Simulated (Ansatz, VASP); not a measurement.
SnGe2P2: VASP beside Ansatz

```
Sn Ge P
1.0
     4.26435    0.00000    0.00000
    -2.13218    3.69304    0.00000
     0.00000    0.00000    7.13985
Sn Ge P
1 2 2
Cartesian
  0.0000 0.0000 0.0000
  0.0000 2.4620 4.5384
  2.1322 1.2310 2.6014
  0.0000 2.4620 1.7505
  2.1322 1.2310 5.3894
```

Change from the starting cell: species swapped into the MgZn2Sb2 type (P-3m1, No. 164).

Alike in both runs: functional PBE; k mesh 12 × 12 × 6; occupations gaussian, width 0.1 eV; no spin polarisation.

Ansatz relaxed the structure, and its values are those at the end. VASP's run is a single point on that final structure, the one shown.

```csv
,VASP,Ansatz
version,VASP 6.6.1,Ansatz 0.2.0
potentials or method,"VASP PAW PBE potentials, release 64 (Sn_d, Ge_d, P), cutoff 520 eV","scalar-relativistic, plane waves, PAW"
valence electrons in the cell,52,52
```

```tsv
	VASP	Ansatz	Ansatz less VASP
gap on the k mesh at the Fermi level (eV)	none	none	-
pressure (GPa)	0.0	0.0	+0.04
```

A gap of «none» marks a metal or a gap that the smearing closes. The functional is the same, so the differences come from potentials, cutoffs and numerics.
